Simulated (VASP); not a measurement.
# Hf (P6_3/mmc) in VASP: a series of runs

Hf is run at these levels: PBE; tasks: single point.

Program: VASP 6.6.1. These are calculated values, not measurements. Logs are shortened: lines on timing, memory, paths and dates and some standing lists are left out, and cuts for length are marked.

## 1. The cell of the first run

Symmetry: P6_3/mmc, No. 194, hexagonal system. The conventional cell has a = 3.205 Å, b = 3.205 Å, c = 5.068 Å, α = 90.00°, β = 90.00°, γ = 120.00°. Within 4.1 Å of Hf (site symmetry -6m2) lie 12 Hf at 3.14 to 3.20 Å.

## 2. Single point, PBE

The input, INCAR:

```
PREC = Accurate
ENCUT = 520
EDIFF = 1E-6
ISMEAR = 0
SIGMA = 0.1
LREAL = F
LASPH = T
NELM = 100
ALGO = Fast
ISIF = 2
LWAVE = F
LCHARG = F
GGA = PE
NBANDS = 17
```

The input, KPOINTS:

```
regular mesh
0
Gamma
  15 15 8
```

The input, POSCAR:

```
Hf
1.0
    3.2047644767      0.0000000000      0.0000000000
   -1.6023822383      2.7754074500      0.0000000000
    0.0000000000      0.0000000000      5.0675773723
Hf
2
Direct
    0.3333333333      0.6666666667      0.7500000000
    0.6666666667      0.3333333333      0.2500000000
```

Potentials or basis: VASP PAW PBE potentials, release 64 (Hf_pv).

Run with:

```sh
> cat potpaw_PBE.64/Hf_pv/POTCAR > POTCAR
> mpirun -np 1 vasp_std > vasp.out
```

OUTCAR:

```text
PREC = Accurate
   ENCUT = 520
   EDIFF = 1E-6
   ISMEAR = 0
   LREAL = F
   LASPH = T
   NELM = 100
   ISIF = 2
   GGA = PE

 ion  position               nearest neighbor table
   1  0.333  0.667  0.750-   2 3.14   2 3.14   2 3.14   2 3.14   2 3.14   2 3.14
   2  0.667  0.333  0.250-   1 3.14   1 3.14   1 3.14   1 3.14   1 3.14   1 3.14

  LATTYP: Found a hexagonal cell.
 ALAT       =     3.2047644767
 C/A-ratio  =     1.5812635871

  Lattice vectors:

 A1 = (   3.2047644767,   0.0000000000,   0.0000000000)
 A2 = (  -1.6023822383,   2.7754074500,   0.0000000000)
 A3 = (   0.0000000000,   0.0000000000,   5.0675773723)

Analysis of symmetry for initial positions (statically):
=====================================================================
 Subroutine PRICEL returns:
 Original cell was already a primitive cell.

 Routine SETGRP: Setting up the symmetry group for a
 hexagonal supercell.

 Subroutine GETGRP returns: Found 24 space group operations
 (whereof 12 operations were pure point group operations)
 out of a pool of 24 trial point group operations.

The static configuration has the point symmetry D_3d.
 The point group associated with its full space group is D_6h.

Analysis of symmetry for dynamics (positions and initial velocities):
=====================================================================
 Subroutine PRICEL returns:
 Original cell was already a primitive cell.

 Routine SETGRP: Setting up the symmetry group for a
 hexagonal supercell.

 Subroutine GETGRP returns: Found 24 space group operations
 (whereof 12 operations were pure point group operations)
 out of a pool of 24 trial point group operations.

The dynamic configuration has the point symmetry D_3d.
 The point group associated with its full space group is D_6h.

 Subroutine INISYM returns: Found 24 space group operations
 (whereof 12 operations are pure point group operations),
 and found     1 'primitive' translations

----------------------------------------------------------------------------------------

                                     Primitive cell

  volume of cell :      45.0737

  direct lattice vectors                    reciprocal lattice vectors
     3.204764477  0.000000000  0.000000000     0.312035411  0.180153728  0.000000000
    -1.602382238  2.775407450  0.000000000     0.000000000  0.360307457  0.000000000
     0.000000000  0.000000000  5.067577372     0.000000000  0.000000000  0.197332952

  length of vectors
     3.204764477  3.204764477  5.067577372     0.360307457  0.360307457  0.197332952

  position of ions in fractional coordinates (direct lattice)
     0.333333333  0.666666667  0.750000000
     0.666666667  0.333333333  0.250000000

  ion indices of the primitive-cell ions
   primitive index   ion index
                 1           1
                 2           2

----------------------------------------------------------------------------------------

 KPOINTS: regular mesh

Automatic generation of k-mesh.
 Grid dimensions read from file:
 generate k-points for:   15   15    8

 Generating k-lattice:

  Cartesian coordinates                     Fractional coordinates (reciprocal lattice)
     0.020802361  0.012010249  0.000000000     0.066666667  0.000000000  0.000000000
     0.000000000  0.024020497  0.000000000     0.000000000  0.066666667  0.000000000
     0.000000000  0.000000000  0.024666619     0.000000000  0.000000000  0.125000000

  Length of vectors
     0.024020497  0.024020497  0.024666619

  Shift w.r.t. Gamma in fractional coordinates (k-lattice)
     0.000000000  0.000000000  0.000000000

 Subroutine IBZKPT returns following result:
 ===========================================

 Found    135 irreducible k-points:

 Following reciprocal coordinates:
            Coordinates               Weight
  0.000000  0.000000  0.000000      1.000000
  0.066667  0.000000  0.000000      6.000000
  0.133333 -0.000000  0.000000      6.000000
  0.200000 -0.000000  0.000000      6.000000
  0.266667 -0.000000  0.000000      6.000000
  0.333333  0.000000  0.000000      6.000000
[... 16 lines left out ...]
  0.333333  0.200000  0.000000     12.000000
  0.400000  0.200000  0.000000      6.000000
 [... further k-points ...]
   k-points           NKPTS =    135   k-points in BZ     NKDIM =    135   number of bands    NBANDS=     17
   number of dos      NEDOS =    301   number of ions     NIONS =      2
   total plane-waves  NPLWV =  23040
   dimension x,y,z NGX =    24 NGY =   24 NGZ =   40
   dimension x,y,z NGXF=    48 NGYF=   48 NGZF=   80
   ions per type =               2
   NGX,Y,Z   is equivalent  to a cutoff of  12.45, 12.45, 13.12 a.u.
   NGXF,Y,Z  is equivalent  to a cutoff of  24.90, 24.90, 26.24 a.u.
 SYSTEM =  unknown system
   PREC   = accura    normal or accurate (medium, high low for compatibility)
   ISTART =      0    job   : 0-new  1-cont  2-samecut
   ICHARG =      2    charge: 1-file 2-atom 10-const
   ISPIN  =      1    spin polarized calculation?
   LNONCOLLINEAR =      F non collinear calculations
   LSORBIT =      F    spin-orbit coupling
   LASPH  =      T    aspherical Exc in radial PAW
   ENCUT  =  520.0 eV  38.22 Ry    6.18 a.u.   5.96  5.96  9.42*2*pi/ulx,y,z
   NELM   =    100;   NELMIN=  2; NELMDL= -5     # of ELM steps
   EDIFF  = 0.1E-05   stopping-criterion for ELM
   LREAL  =      F    real-space projection
   EDIFFG = 0.1E-04   stopping-criterion for IOM
   NSW    =      0    number of steps for IOM
   IBRION =     -1    ionic relax: 0-MD 1-quasi-New 2-CG
   NFREE  =      0    steps in history (QN), initial steepest desc. (CG)
   ISIF   =      2    stress and relaxation
   ISYM   =      2    0-nonsym 1-usesym 2-fastsym
   POTIM  = 0.5000    time-step for ionic-motion
   TEBEG  =    0.0;   TEEND  =   0.0 temperature during run
   PSTRESS=    0.0 pullay stress
   NELECT =      20.0000    total number of electrons
   NUPDOWN=      -1.0000    fix difference up-down
   EMIN   =  10.00;   EMAX   =-10.00  energy-range for DOS
   EFERMI =   0.00;   METHOD = LEGACY
   ISMEAR =     0;   SIGMA  =   0.10  broadening in eV -4-tet -1-fermi 0-gaus
   EFERMI_NEDOS =   21; number of points for ismear=-14 and -15
   IALGO  =     68    algorithm
   IMIX   =      4    mixing-type and parameters
     AMIX     =   0.40;   BMIX     =  1.00
     AMIX_MAG =   1.60;   BMIX_MAG =  1.00
  volume/ion in A,a.u.               =      22.54       152.09
  Fermi-wavevector in a.u.,A,eV,Ry     =   1.248659  2.359623 21.213504  1.559149
  Thomas-Fermi vector in A             =   2.382735
   LORBIT       =      0    0 simple, 1 ext, 2 COOP (PROOUT), +10 PAW based schemes
   GGA     = PE    functional components
   LHFCALC =     F    Hartree Fock is set to
   AEXX    =    0.0000 exact exchange contribution
   IVDW    =     0    specifies the selected vdW correction
   LEPSILON=     F    determine dielectric tensor
   LRPA    =     F    only Hartree local field effects (RPA)
 non-spin polarized calculation
 RMM-DIIS sequential band-by-band and
 Gauss-broadening in eV      SIGMA  =   0.10
  energy-cutoff  :      520.00
  volume of cell :       45.07
 maximum number of plane-waves:      1236
 NGX is ok and might be reduce to    24

 number of electron      20.0000005 magnetization

 Free energy of the ion-electron system (eV)
  ---------------------------------------------------
  ext. energy  EPLUGINS =         0.00000000
  ---------------------------------------------------
  free energy    TOTEN  =       -19.85383774 eV

  energy without entropy =      -19.84662625  energy(sigma->0) =      -19.85023199

 E-fermi :   4.8772     XC(G=0): -11.2498

 val. band max:        4.8522769936   @ k =   0.1333  -0.0000   0.0000
 cond. band min:       4.9010897969   @ k =   0.1333   0.0667   0.2500
 fundamental gap:      0.0488128033
 Fermi energy:         4.8772474684

 k-point     1 :       0.0000    0.0000    0.0000
  band No.  band energies     occupation
      1     -26.2160      2.00000
      2     -25.4880      2.00000
      3     -25.4880      2.00000
      4     -25.3695      2.00000
      5     -25.3628      2.00000
      6     -25.3628      2.00000
[... 9 lines left out ...]
     16       7.4845      0.00000
     17      10.1601      0.00000

 k-point     2 :       0.0667    0.0000    0.0000
  band No.  band energies     occupation
      1     -26.2047      2.00000
      2     -25.5119      2.00000
      3     -25.4961      2.00000
      4     -25.3881      2.00000
      5     -25.3746      2.00000
      6     -25.3660      2.00000
[... 9 lines left out ...]
     16       7.3555      0.00000
     17      10.2762      0.00000

 k-point     3 :       0.1333   -0.0000    0.0000
  band No.  band energies     occupation
      1     -26.1720      2.00000
      2     -25.5796      2.00000
      3     -25.5184      2.00000
      4     -25.4586      2.00000
      5     -25.3903      2.00000
      6     -25.3755      2.00000
[... 9 lines left out ...]
     16       7.3310      0.00000
     17      10.5134      0.00000

 k-point     4 :       0.2000   -0.0000    0.0000
  band No.  band energies     occupation
      1     -26.1205      2.00000
      2     -25.6795      2.00000
      3     -25.5592      2.00000
      4     -25.5502      2.00000
      5     -25.4163      2.00000
      6     -25.3904      2.00000
[... 9 lines left out ...]
     16       7.8953      0.00000
     17      10.7729      0.00000
[... 343 lines left out ...]
      1     -25.9175      2.00000
      2     -25.8948      2.00000
      3     -25.8509      2.00000
      4     -25.6750      2.00000
      5     -25.5570      2.00000
      6     -25.5399      2.00000
[... 9 lines left out ...]
     16      10.7834      0.00000
     17      11.1100      0.00000

 k-point    23 :       0.3333    0.2000    0.0000
  band No.  band energies     occupation
      1     -25.9674      2.00000
      2     -25.8516      2.00000
      3     -25.8320      2.00000
      4     -25.7294      2.00000
      5     -25.6056      2.00000
      6     -25.5659      2.00000
[... 9 lines left out ...]
     16      10.7665      0.00000
     17      11.6498      0.00000

 k-point    24 :       0.4000    0.2000    0.0000
  band No.  band energies     occupation
      1     -25.9848      2.00000
      2     -25.8451      2.00000
      3     -25.8015      2.00000
      4     -25.7558      2.00000
      5     -25.6312      2.00000
      6     -25.5747      2.00000
[... 9 lines left out ...]
     16      10.7603      0.00000
     17      11.2715      0.00000

 [... further k-points ...]
[... 5 lines left out ...]
  --------------------------------------------------------------------------------------
  -------------------------------------------------------------------------------------
  Total       -0.1141911     -0.1141911     -0.1458211     -0.0000000     -0.0000000      0.0000000
  in kB       -4.0590042     -4.0590042     -5.1833166     -0.0000000     -0.0000000      0.0000000
  external PRESSURE =      -4.4337750 kB  Pullay stress =       0.0000000 kB

 VOLUME and BASIS-vectors are now :
 -----------------------------------------------------------------------------
  energy-cutoff  :      520.00
  volume of cell :       45.07
      direct lattice vectors                 reciprocal lattice vectors
     3.204764477  0.000000000  0.000000000     0.312035411  0.180153728  0.000000000
    -1.602382238  2.775407450  0.000000000     0.000000000  0.360307457  0.000000000
     0.000000000  0.000000000  5.067577372     0.000000000  0.000000000  0.197332952

 POSITION                                       TOTAL-FORCE (eV/Angst)
 -----------------------------------------------------------------------------------
     -0.00000      1.85027      3.80068        -0.000000      0.000000      0.000000
      1.60238      0.92514      1.26689         0.000000     -0.000000      0.000000
 -----------------------------------------------------------------------------------
    total drift:                               -0.000000      0.000000     -0.000000

  FREE ENERGIE OF THE ION-ELECTRON SYSTEM (eV)
  ---------------------------------------------------
  free  energy   TOTEN  =       -19.8538377388 eV

  energy  without entropy=      -19.8466262457  energy(sigma->0) =      -19.85023199
```

It took 91 s on 1 thread of AMD EPYC 7R13 (Zen 3), shared host; peak memory 0.19 GiB.

What came out:

```yaml
Free_energy: -19.8538 eV
Pressure: -0.4 GPa
Band_gap_on_the_k_mesh: zero (band 10 reaches 6.05 eV, above the bottom of band 11 at 4.44 eV)
```

Caveat: spin-orbit coupling is left out, which moves the levels of the heavy elements.

## 3. Single point, PBE

This run uses another cell than the first one, of the same volume but with other edges.

The input, INCAR:

```
SYSTEM = Hf
  PREC = Accurate
  ENCUT = 520
  EDIFF = 1E-7
  ISMEAR = 0
  SIGMA = 0.1
  LREAL = .FALSE.
  LASPH = .TRUE.
  NELM = 60
  ALGO = Fast
  ISIF = 2
  LWAVE = .FALSE.
  LCHARG = .FALSE.
  GGA = PE
  ISYM = 0
  NBANDS = 17
```

The input, KPOINTS:

```
regular mesh
0
G
  11 6 14
  0 0 0
```

The input, POSCAR:

```
Hf
1.0
    3.2047644767      0.0000000000      0.0000000000
   -1.6023822384      5.7778219891      0.0000000000
    1.6023822384      1.3331816951      2.4342376797
Hf
2
Direct
    0.5833333333      0.2500000000      0.0833333333
    0.4166666667      0.7500000000      0.9166666667
```

Potentials or basis: VASP PAW PBE potentials, release 64 (Hf_pv).

Run with:

```sh
> cat potpaw_PBE.64/Hf_pv/POTCAR > POTCAR
> mpirun -np 1 vasp_std > vasp.out
```

Run time: 6.9 min. Hardware: 1 thread of AMD EPYC 7R13 (Zen 3), shared host; peak memory 0.37 GiB.

It converged, with:

```
Free energy            : -19.8538 eV
Pressure               : -0.4 GPa
Band gap on the k mesh : zero (band 10 reaches 6.04 eV, above the bottom of band 11 at 4.41 eV)
```

Forces on the atoms (eV/Å):
```
Hf  -0.001  0.003  0.000
Hf   0.001 -0.003  0.000
```

Stress tensor (GPa, compression positive):
```
-0.46  0.06 -0.01
 0.06 -0.45  0.03
-0.01  0.03 -0.32
```

Levels at points of the mesh, in eV from the Fermi level:
```tsv
k point	band 6	band 7	band 8	band 9	band 10	band 11	band 12	band 13	band 14	band 15
(0.00, 0.00, 0.00)	-30.24	-7.37	-3.70	0.61	1.17	1.17	1.45	1.98	1.98	2.61
(0.00, 0.50, 0.00)	-30.31	-5.40	-5.40	0.14	0.14	1.06	1.06	1.06	1.06	4.75
(0.00, 0.00, 0.50)	-30.44	-3.39	-3.39	-0.98	-0.98	1.14	1.14	2.62	2.62	6.04
(0.00, 0.50, 0.50)	-30.33	-3.35	-2.73	-2.22	-0.83	0.78	0.85	1.66	5.83	6.33
```

Caveat: spin-orbit coupling is left out, which moves the levels of the heavy elements.
